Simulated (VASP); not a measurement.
MgS (Niningerite):

```
S Mg
1.0
     0.00000    2.60165    2.60165
     2.60165    0.00000    2.60165
     2.60165    2.60165    0.00000
S Mg
1 1
Direct
  0.50000 0.50000 0.50000
  0.00000 0.00000 0.00000
```

| Item | Value |
| --- | --- |
| Program | VASP 6.6.1 |
| Task | relaxation of cell and atoms |
| Functional | PBEsol |
| Dispersion | D3(BJ) |
| Potentials or basis | VASP PAW PBE potentials, release 64 (S, Mg) |
| Cutoff | 600 eV |
| k mesh | 9 × 9 × 9 |
| Occupations | fermi-dirac, width 0.05 eV |
| Spin | no spin polarisation |

At the start: pressure -3.9 GPa; volume 17.61 Å³/atom.

Task: How do energy, volume and symmetry change on relaxing?

Result: Over 3 steps the energy falls by 11.2 meV/atom and the volume is 16.73 Å³/atom (-5.0 %); space group Fm-3m (No. 225, to 0.05 Å).

Step by step:
```tsv
step	energy change (eV)	largest force (eV/Å)	pressure (GPa)	volume (Å³)
1	0.0000	0.0000	-3.92	35.22
2	-0.0212	0.0000	1.04	33.07
3	-0.0224	0.0000	0.01	33.46
```

Final structure:
```
CELL_PARAMETERS angstrom
0.00000 2.55764 2.55764
2.55764 0.00000 2.55764
2.55764 2.55764 0.00000
ATOMIC_POSITIONS crystal
S 0.50000 0.50000 0.50000
Mg 0.00000 0.00000 0.00000
```

Caveat: the PAW data sets were made with another functional, which shifts forces and pressure a little.
